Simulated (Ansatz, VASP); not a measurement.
Two plane-wave programs on Au

```
CELL_PARAMETERS angstrom
-1.65194 1.65194 1.65194
1.65194 -1.65194 1.65194
1.65194 1.65194 -1.65194
ATOMIC_POSITIONS crystal
Au 0.00000 0.00000 0.00000
```

Alike in both runs: functional PBE; k mesh 20 × 20 × 20; occupations fermi-dirac, width 0.15 eV; no spin polarisation.

Ansatz relaxed the structure, and its values are those at the end. VASP's run is a single point on that final structure, the one shown.

|  | VASP | Ansatz |
| --- | --- | --- |
| version | VASP 6.6.1 | Ansatz 0.2.0 |
| potentials or method | VASP PAW PBE potentials, release 64 (Au), cutoff 520 eV | scalar-relativistic, plane waves, PAW |
| valence electrons in the cell | 11 | 19 |

Ansatz gave:

* gap on the k mesh at the Fermi level (eV): none
* pressure (GPa): 0.0

**Question.** What did VASP give for the same quantities?

**Answer.** gap on the k mesh at the Fermi level (eV): none; pressure (GPa): -0.2.

A gap of «none» marks a metal or a gap that the smearing closes. The functional is the same, so the differences come from potentials, cutoffs and numerics. VASP's potentials hold 11 valence electrons a cell and Ansatz's 19, so a difference there can come from the potentials and not from the codes.

Neither program's run includes spin-orbit coupling.
